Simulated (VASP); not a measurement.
# Zn (Im-3m) in VASP: further runs, part 2 of 2

VASP 6.6.1. Earlier steps stand in the parts before.

## (3) Relaxation of cell and atoms, LDA

This run uses another cell than the first one, of 15.45 Å³/atom, 1.127 times its volume.

The input, INCAR:

```
SYSTEM = Zn
PREC     = Accurate       ! precision mode
ENCUT    = 600            ! plane-wave cutoff, eV
EDIFF    = 1E-6           ! SCF threshold, eV
ISMEAR   = 1              ! smearing method
SIGMA    = 0.1            ! smearing width, eV
LREAL    = .FALSE.        ! projectors in reciprocal space
LASPH    = .TRUE.         ! aspherical terms in the spheres
NELM     = 60             ! most SCF steps
ALGO     = Normal         ! electronic algorithm
ISIF     = 3              ! what is computed and relaxed
LWAVE    = .FALSE.        ! write WAVECAR
LCHARG   = .FALSE.        ! write CHGCAR
GGA      = CA             ! functional
IBRION   = 2              ! ionic algorithm
NSW      = 80             ! ionic steps
EDIFFG   = -0.03          ! ionic threshold
```

The input, KPOINTS:

```
Automatic mesh
0
G
  19 19 19
  0 0 0
```

The input, POSCAR:

```
Zn
1.0
   -1.5690370000      1.5690370000      1.5690370000
    1.5690370000     -1.5690370000      1.5690370000
    1.5690370000      1.5690370000     -1.5690370000
Zn
1
Direct
    0.0000000000      0.0000000000      0.0000000000
```

Potentials or basis: VASP PAW LDA potentials, release 64 (Zn).

The run is started by

```
$ cat potpaw_LDA.64/Zn/POTCAR > POTCAR
$ mpirun -np 1 vasp_std > vasp.out
```

OUTCAR:

```text
SYSTEM = Zn
   PREC = Accurate
   ENCUT = 600
   EDIFF = 1E-6
   ISMEAR = 1
   LREAL = .FALSE.
   LASPH = .TRUE.
   NELM = 60
   ISIF = 3
   GGA = CA
   IBRION = 2
   NSW = 80
   EDIFFG = -0.03

 ion  position               nearest neighbor table
   1  0.000  0.000  0.000-

  LATTYP: Found a body centered cubic cell.
 ALAT       =     3.1380740000

  Lattice vectors:

 A1 = (  -1.5690370000,   1.5690370000,   1.5690370000)
 A2 = (   1.5690370000,  -1.5690370000,   1.5690370000)
 A3 = (   1.5690370000,   1.5690370000,  -1.5690370000)

Analysis of symmetry for initial positions (statically):
=====================================================================
 Subroutine PRICEL returns:
 Original cell was already a primitive cell.

 Routine SETGRP: Setting up the symmetry group for a
 body centered cubic supercell.

 Subroutine GETGRP returns: Found 48 space group operations
 (whereof 48 operations were pure point group operations)
 out of a pool of 48 trial point group operations.

The static configuration has the point symmetry O_h .

Analysis of symmetry for dynamics (positions and initial velocities):
=====================================================================
 Subroutine PRICEL returns:
 Original cell was already a primitive cell.

 Routine SETGRP: Setting up the symmetry group for a
 body centered cubic supercell.

 Subroutine GETGRP returns: Found 48 space group operations
 (whereof 48 operations were pure point group operations)
 out of a pool of 48 trial point group operations.

The dynamic configuration has the point symmetry O_h .

 Subroutine INISYM returns: Found 48 space group operations
 (whereof 48 operations are pure point group operations),
 and found     1 'primitive' translations

----------------------------------------------------------------------------------------

                                     Primitive cell

  volume of cell :      15.4511

  direct lattice vectors                    reciprocal lattice vectors
    -1.569037000  1.569037000  1.569037000     0.000000000  0.318666800  0.318666800
     1.569037000 -1.569037000  1.569037000     0.318666800  0.000000000  0.318666800
     1.569037000  1.569037000 -1.569037000     0.318666800  0.318666800  0.000000000

  length of vectors
     2.717651803  2.717651803  2.717651803     0.450662911  0.450662911  0.450662911

  position of ions in fractional coordinates (direct lattice)
     0.000000000  0.000000000  0.000000000

  ion indices of the primitive-cell ions
   primitive index   ion index
                 1           1

----------------------------------------------------------------------------------------

 KPOINTS: Automatic mesh

Automatic generation of k-mesh.
 Grid dimensions read from file:
 generate k-points for:   19   19   19

 Generating k-lattice:

  Cartesian coordinates                     Fractional coordinates (reciprocal lattice)
[... 41 lines left out ...]
 [... further k-points ...]
   k-points           NKPTS =    220   k-points in BZ     NKDIM =    220   number of bands    NBANDS=     10
   number of dos      NEDOS =    301   number of ions     NIONS =      1
   total plane-waves  NPLWV =  13824
   dimension x,y,z NGX =    24 NGY =   24 NGZ =   24
   dimension x,y,z NGXF=    48 NGYF=   48 NGZF=   48
   ions per type =               1
   NGX,Y,Z   is equivalent  to a cutoff of  14.68, 14.68, 14.68 a.u.
   NGXF,Y,Z  is equivalent  to a cutoff of  29.36, 29.36, 29.36 a.u.
 SYSTEM =  Zn
   PREC   = accura    normal or accurate (medium, high low for compatibility)
   ISTART =      0    job   : 0-new  1-cont  2-samecut
   ICHARG =      2    charge: 1-file 2-atom 10-const
   ISPIN  =      1    spin polarized calculation?
   LNONCOLLINEAR =      F non collinear calculations
   LSORBIT =      F    spin-orbit coupling
   LASPH  =      T    aspherical Exc in radial PAW
   ENCUT  =  600.0 eV  44.10 Ry    6.64 a.u.   5.43  5.43  5.43*2*pi/ulx,y,z
   NELM   =     60;   NELMIN=  2; NELMDL= -5     # of ELM steps
   EDIFF  = 0.1E-05   stopping-criterion for ELM
   LREAL  =      F    real-space projection
   EDIFFG = -.3E-01   stopping-criterion for IOM
   NSW    =     80    number of steps for IOM
   IBRION =      2    ionic relax: 0-MD 1-quasi-New 2-CG
   NFREE  =      1    steps in history (QN), initial steepest desc. (CG)
   ISIF   =      3    stress and relaxation
   ISYM   =      2    0-nonsym 1-usesym 2-fastsym
   POTIM  = 0.5000    time-step for ionic-motion
   TEBEG  =    0.0;   TEEND  =   0.0 temperature during run
   PSTRESS=    0.0 pullay stress
   NELECT =      12.0000    total number of electrons
   NUPDOWN=      -1.0000    fix difference up-down
   EMIN   =  10.00;   EMAX   =-10.00  energy-range for DOS
   EFERMI =   0.00;   METHOD = LEGACY
   ISMEAR =     1;   SIGMA  =   0.10  broadening in eV -4-tet -1-fermi 0-gaus
   EFERMI_NEDOS =   21; number of points for ismear=-14 and -15
   IALGO  =     38    algorithm
   IMIX   =      4    mixing-type and parameters
     AMIX     =   0.40;   BMIX     =  1.00
     AMIX_MAG =   1.60;   BMIX_MAG =  1.00
  volume/ion in A,a.u.               =      15.45       104.27
  Fermi-wavevector in a.u.,A,eV,Ry     =   1.504811  2.843681 30.809811  2.264457
  Thomas-Fermi vector in A             =   2.615742
   LORBIT       =      0    0 simple, 1 ext, 2 COOP (PROOUT), +10 PAW based schemes
   GGA     = CA    functional components
   LHFCALC =     F    Hartree Fock is set to
   AEXX    =    0.0000 exact exchange contribution
   IVDW    =     0    specifies the selected vdW correction
   LEPSILON=     F    determine dielectric tensor
   LRPA    =     F    only Hartree local field effects (RPA)
 conjugate gradient relaxation of ions
 non-spin polarized calculation
 Methfessel and Paxton  Order N= 1 SIGMA  =   0.10
  energy-cutoff  :      600.00
  volume of cell :       15.45
 maximum number of plane-waves:       535
 NGX is ok and might be reduce to    24
   NGX = 11   NGY = 11   NGZ = 11

--------------------------------------- Ionic step        1  -------------------------------------------

 number of electron      11.9999995 magnetization

 Free energy of the ion-electron system (eV)
  ---------------------------------------------------
  ext. energy  EPLUGINS =         0.00000000
  ---------------------------------------------------
  free energy    TOTEN  =        -1.72985894 eV

  energy without entropy =       -1.73024480  energy(sigma->0) =       -1.72998756

------------------------ aborting loop because EDIFF is reached ----------------------------------------

  FORCE on cell =-STRESS in cart. coord.  units (eV):
  Direction    XX          YY          ZZ          XY          YZ          ZX
  --------------------------------------------------------------------------------------
  -------------------------------------------------------------------------------------
  Total       -0.7467437     -0.7467437     -0.7467437      0.0000000     -0.0000000      0.0000000
  in kB      -77.4323765    -77.4323765    -77.4323765      0.0000000     -0.0000000      0.0000000
  external PRESSURE =     -77.4323765 kB  Pullay stress =       0.0000000 kB
[... 57 lines left out ...]
--------------------------------------- Ionic step        3  -------------------------------------------

 number of electron      12.0000006 magnetization

 Free energy of the ion-electron system (eV)
  ---------------------------------------------------
  ext. energy  EPLUGINS =         0.00000000
  ---------------------------------------------------
  free energy    TOTEN  =        -1.77513057 eV

  energy without entropy =       -1.77483892  energy(sigma->0) =       -1.77503335

 E-fermi :   3.8817     XC(G=0): -12.4392

 val. band max:        3.8777842371   @ k =   0.3684   0.1579   0.0526
 cond. band min:       3.9048977466   @ k =  -0.4211  -0.4211   0.1053
 fundamental gap:      0.0271135096
 Fermi energy:         3.8816519192

 k-point     1 :       0.0000    0.0000    0.0000
  band No.  band energies     occupation
      1      -7.5697      2.00000
      2      -4.4449      2.00000
      3      -4.4449      2.00000
      4      -4.4449      2.00000
      5      -3.8273      2.00000
      6      -3.8273      2.00000
      7      24.4508      0.00000
      8      24.4508      0.00000
      9      24.4508      0.00000
     10      25.6006      0.00000
[... 287 lines left out ...]
 k-point    24 :       0.3158    0.1053    0.0000
  band No.  band energies     occupation
      1      -5.1286      2.00000
      2      -4.7342      2.00000
      3      -3.9496      2.00000
      4      -3.8836      2.00000
      5      -3.7077      2.00000
      6      -1.8778      2.00000
      7       7.2677      0.00000
      8      13.9073      0.00000
      9      16.9333      0.00000
     10      22.1002      0.00000

 [... further k-points ...]
[... 5 lines left out ...]
  --------------------------------------------------------------------------------------
  -------------------------------------------------------------------------------------
  Total        0.0145859      0.0145859      0.0145859     -0.0000000      0.0000000     -0.0000000
  in kB        1.6973825      1.6973825      1.6973825     -0.0000000      0.0000000     -0.0000000
  external PRESSURE =       1.6973825 kB  Pullay stress =       0.0000000 kB
[... 16 lines left out ...]
  FREE ENERGIE OF THE ION-ELECTRON SYSTEM (eV)
  ---------------------------------------------------
  free  energy   TOTEN  =        -1.7751305697 eV

  energy  without entropy=       -1.7748389207  energy(sigma->0) =       -1.77503335

 reached required accuracy - stopping structural energy minimisation
```

Wall time 23 s (1 thread of Intel Xeon 6975P-C (Granite Rapids), shared host); peak memory 0.16 GiB.

What came out:

| Property | Result |
| --- | --- |
| Free energy | -1.7751 eV |
| Relaxed volume | 13.77 Å³/atom |
| Relaxed cell | a = 2.615 Å, b = 2.615 Å, c = 2.615 Å, α = 109.47°, β = 109.47°, γ = 109.47° |
| Space group after relaxing (to 0.05 Å) | Im-3m (No. 229) |
| Energy gained by relaxing | 45.3 meV/atom |
| Ionic steps | 3 |
| Pressure after relaxing | 0.2 GPa |
| Band gap on the k mesh | zero (band 6 reaches 7.64 eV, above the bottom of band 7 at 2.95 eV) |

The path:
```
step  energy change (eV)  largest force (eV/Å)  pressure (GPa)  volume (Å³)
   1              0.0000                0.0000           -7.74        15.45
   2             -0.0452                0.0000           -0.47        13.84
   3             -0.0453                0.0000            0.17        13.77
```

Final structure:
```xyz
1
Lattice="-1.5099 1.5099 1.5099 1.5099 -1.5099 1.5099 1.5099 1.5099 -1.5099" Properties=species:S:1:pos:R:3 pbc="T T T"
Zn    0.0000    0.0000    0.0000
```

Levels at points of the mesh, in eV from the Fermi level:
```csv
k point,band 4,band 5,band 6,band 7,band 8,band 9
"(0.00, 0.00, 0.00)",-8.33,-7.71,-7.71,20.57,20.57,20.57
```
